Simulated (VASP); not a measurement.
Input of a VASP 6.6.1 run:

Contents of INCAR:

```
PREC = Accurate ; ENCUT = 520
EDIFF = 1E-7 ; ISMEAR = -1
SIGMA = 0.1 ; LREAL = Auto
LASPH = T ; NELM = 80
ALGO = Normal ; ISIF = 2
LWAVE = F ; LCHARG = F
NBANDS = 86
```

The input KPOINTS:

```
regular mesh
0
Gamma
  2 2 1
```

File POSCAR:

```
InSb
1.0
    9.1499620000      0.0000000000      0.0000000000
    4.5749810000      7.9240990000      0.0000000000
    0.0000000000      0.0000000000     17.6693200000
In Sb
8 8
Direct
    0.0000000000      0.0000000000      0.0565952736
    0.0000041616      0.4999937532      0.0565952736
    0.5000020765      0.0000000000      0.0565952736
    0.5000062382      0.4999937532      0.0565952736
    0.7206852747      0.6030969578      0.2299522562
    0.6626237489      0.1666056923      0.2603212800
    0.1739934286      0.6468369464      0.2827896037
    0.2058269837      0.1109274379      0.2550183029
    0.1720829089      0.1629838295      0.0866982997
    0.1764300436      0.6676468833      0.0918880862
    0.6400959177      0.1705682880      0.0843099791
    0.6771732939      0.6707765766      0.0652373719
    0.8252160468      0.8147803302      0.3146018070
    0.8737439194      0.3008922529      0.3083423697
    0.4054975091      0.7741700350      0.3032657737
    0.3295018112      0.3083883732      0.3114211526
```

Potentials or basis: VASP PAW LDA potentials, release 64 (In_d, Sb).

Command:

```console
$ cat potpaw_LDA.64/In_d/POTCAR potpaw_LDA.64/Sb/POTCAR > POTCAR
$ mpirun -np 1 vasp_std > vasp.out
```

(1) Estimate the largest force.

(2) Predict the band gap on the k mesh.

## Answers

(1) 2.571 eV/Å.

(2) 0.20 eV.

Caveat: the atoms stand as in a frame of molecular dynamics; there is no dipole correction, which matters where the two faces differ; semilocal functionals underestimate gaps, and a narrow one can read as zero; spin-orbit coupling is left out, which moves the levels of the heavy elements.
